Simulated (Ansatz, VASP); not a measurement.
One calculation of Cu, two programs

The input POSCAR:

```
Cu
1.0
    0.0000000000      2.7255974187      2.7255974187
    2.7255974187      0.0000000000      2.7255974187
    2.7255974187      2.7255974187      0.0000000000
Cu
2
Direct
    0.1250000000      0.1250000000      0.1250000000
    0.8750000000      0.8750000000      0.8750000000
```

The input INCAR.step1:

```
SYSTEM = Cu
PREC = Accurate ; ENCUT = 660
ISMEAR = -1 ; SIGMA = 0.1
LREAL = .FALSE. ; LASPH = .TRUE.
NELM = 120 ; NBANDS = 18
GGA = PE ; ALGO = Normal
EDIFF = 1E-5 ; LWAVE = .TRUE.
LCHARG = .FALSE. ; GGA_COMPAT = .FALSE.
```

INCAR.step2

```
SYSTEM = Cu
PREC = Accurate ; ENCUT = 660
EDIFF = 1E-6 ; ISMEAR = -1
SIGMA = 0.1 ; LREAL = .FALSE.
LASPH = .TRUE. ; NELM = 120
ALGO = Normal ; ISIF = 2
LWAVE = .FALSE. ; LCHARG = .FALSE.
METAGGA = R2SCAN ; LMIXTAU = .TRUE.
NBANDS = 18 ; ISTART = 1
GGA_COMPAT = .FALSE.
```

Contents of KPOINTS:

```
regular mesh
0
G
  12 12 12
  0 0 0
```

Input for Ansatz:

```yaml
crystal:
  lattice:
    - [0.0, 2.7255974187, 2.7255974187]
    - [2.7255974187, 0.0, 2.7255974187]
    - [2.7255974187, 2.7255974187, 0.0]
  atoms:
    - { symbol: Cu, position: [0.125, 0.125, 0.125] }
    - { symbol: Cu, position: [0.875, 0.875, 0.875] }
hamiltonian:
  xc: r2scan
  pseudopotentials:
    kind: paw
    azcp:
      Cu: "pseudopotentials/Cu.paw.azcp"
basis:
  ecutwfc: 500
  fft_grid_basis: typed
kpoints:
  mp_grid: { grid: [12, 12, 12], shift: [0, 0, 0] }
magnetization:
  spin_polarized: false
scf:
  occupations: { method: fermi_dirac, width: 0.1 }
  lower_state_search: "off"
output:
  stress: true
```

Alike in both runs: task single point; functional r2SCAN; k mesh 12 × 12 × 12; occupations fermi-dirac, width 0.1 eV; no spin polarisation.

```csv
,VASP,Ansatz
version,VASP 6.6.1,Ansatz 0.2.0
potentials or method,"VASP PAW PBE potentials, release 64 (Cu), cutoff 660 eV","plane waves (500 eV) with PAW, scalar-relativistic"
valence electrons in the cell,22,38
```

Ansatz gave:

| Property | Result |
| --- | --- |
| pressure (GPa) | -5.6 |

Question: Estimate VASP's values.

Answer: Pressure (GPa): -5.4.

VASP's potentials were made for PBE, not for r2SCAN. With one functional, cell and mesh, what is left measures potentials, basis and numerics. VASP's potentials hold 22 valence electrons a cell and Ansatz's 38, so a difference there can come from the potentials and not from the codes.
